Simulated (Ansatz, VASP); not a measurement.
# KI in VASP and in Ansatz

INCAR

```
  ALGO = Normal
  EDIFF = 1E-6
  ENCUT = 520
  GGA = PE
  ISIF = 2
  ISMEAR = -1
  LASPH = T
  LCHARG = F
  LREAL = F
  LWAVE = F
  NBANDS = 15
  NELM = 60
  PREC = Accurate
  SIGMA = 0.05
```

File KPOINTS:

```
k-points
0
Gamma
  6 6 6
```

File POSCAR:

```
KI
1.0
    0.0000000000      3.5327750000      3.5327750000
    3.5327750000      0.0000000000      3.5327750000
    3.5327750000      3.5327750000      0.0000000000
I K
1 1
Direct
    0.5000000000      0.5000000000      0.5000000000
    0.0000000000      0.0000000000      0.0000000000
```

The input input.yaml:

```yaml
crystal:
  lattice:
    - [0.0, 3.532775, 3.532775]
    - [3.532775, 0.0, 3.532775]
    - [3.532775, 3.532775, 0.0]
  atoms:
    - { symbol: I, position: [0.5, 0.5, 0.5] }
    - { symbol: K, position: [0.0, 0.0, 0.0] }
kpoints:
  mp_grid: { grid: [6, 6, 6] }
scf:
  occupations: { method: fermi_dirac, width: 0.05 }
hamiltonian:
  xc: pbe
  pseudopotentials: { kind: all_electron, datasets: crystal }
output:
  forces: true
  stress: true
  eigenvalues: true
```

Alike in both runs: task single point; functional PBE; k mesh 6 × 6 × 6; occupations fermi-dirac, width 0.05 eV; no spin polarisation.

|  | VASP | Ansatz |
| --- | --- | --- |
| version | VASP 6.6.1 | Ansatz 0.2.0 |
| potentials or method | VASP PAW PBE potentials, release 64 (I, K_sv), cutoff 520 eV | all-electron PAW datasets made for the crystal |

Ansatz gave:

```
gap on the k mesh at the Fermi level (eV) : 3.97
least direct gap on the mesh (eV)         : 3.97
pressure (GPa)                            : 0.6
```

Question: What did VASP give for the same quantities?

Answer: gap on the k mesh at the Fermi level (eV): 3.96; least direct gap on the mesh (eV): 3.96; pressure (GPa): 0.6.

Ansatz ran all-electron here, and VASP with PAW potentials.

Spin-orbit coupling is off throughout.
